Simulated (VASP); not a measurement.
The system is Sc.

```
Sc
1.0
     3.31936    0.00000    0.00000
    -1.65968    2.87465    0.00000
     0.00000    0.00000    5.18426
Sc
2
Direct
  0.33333 0.66667 0.25000
  0.66667 0.33333 0.75000
```

Base run:

- Program: VASP 6.6.1
- Functional: PBE
- Potentials or basis: VASP PAW PBE potentials, release 64 (Sc_sv)
- Cutoff: 520 eV
- k mesh: 11 × 11 × 6
- Occupations: gaussian, width 0.01 eV
- Spin: no spin polarisation

Its results: band gap on the k mesh zero (band 11 reaches 4.63 eV, above the bottom of band 12 at 3.17 eV); pressure -0.3 GPa.

**Question.** The run is repeated on the same cell with these changes: occupations from gaussian, width 0.01 eV to gaussian, width 0.6 eV. What comes out?

**Answer.** Band gap on the k mesh zero (band 11 reaches 4.63 eV, above the bottom of band 12 at 3.17 eV); pressure 0.6 GPa.
